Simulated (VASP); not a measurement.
Here is a VASP 6.6.1 calculation.

The input INCAR:

```
SYSTEM = GeH4W16
PREC = Accurate
ENCUT = 520
EDIFF = 1E-7
ISMEAR = -1
SIGMA = 0.05
LREAL = Auto
LASPH = .TRUE.
NELM = 80
ALGO = Normal
ISIF = 2
LWAVE = .FALSE.
LCHARG = .FALSE.
GGA = PE
IVDW = 12
NBANDS = 137
```

File KPOINTS:

```
regular mesh
0
G
  3 4 1
  0 0 0
```

POSCAR

```
GeH4W16
1.0
    6.3200000000      0.0000000000      0.0000000000
    3.1600000000      4.4689150000      0.0000000000
    0.0000000000      0.0000000000     22.7033720000
W Ge H
16 1 4
Direct
   -0.2500047551      0.5000095101      0.0440463205
    0.2499952449      0.5000095101      0.0440463205
   -0.2499983217      0.9999966435      0.0440463205
    0.2500016783      0.9999966435      0.0440463205
    0.0000000000      0.0000000000      0.1405914505
    0.5000000000      0.0000000000      0.1405914505
   -0.0000047551      0.5000095101      0.1405870458
    0.4999952449      0.5000095101      0.1405870458
   -0.2499935667      0.4999871333      0.2412549114
    0.2499952449      0.5000095101      0.2412593160
   -0.2499983217      0.9999966435      0.2412549114
    0.2500016783      0.9999966435      0.2412593160
    0.0000316456      0.0000000000      0.3371481558
    0.5000316456      0.0000000000      0.3371349419
    0.0000110677      0.5000095101      0.3371305373
    0.4999794221      0.5000095101      0.3371217280
    0.2595578827      0.2397449940      0.5210679718
    0.5377873225      0.0142987727      0.4982519777
    0.1586578923      0.5536019369      0.4977674682
    0.0852306504      0.1496336359      0.4974503347
    0.2573161475      0.2403044139      0.5888993054
```

Potentials or basis: VASP PAW PBE potentials, release 64 (W_sv, Ge_d, H).

The run is started by

```sh
$ cat potpaw_PBE.64/W_sv/POTCAR potpaw_PBE.64/Ge_d/POTCAR potpaw_PBE.64/H/POTCAR > POTCAR
$ mpirun -np 1 vasp_std > vasp.out
```

(1) Predict the band gap on the k mesh.

(2) Estimate the dispersion energy per atom.

(3) Estimate the largest force.

## Answers

(1) zero (bands 121 and 122 overlap by 1.30 eV).

(2) -0.397 eV.

(3) 0.389 eV/Å.

Caveat: there is no dipole correction, which matters where the two faces differ; spin-orbit coupling is left out, which moves the levels of the heavy elements.
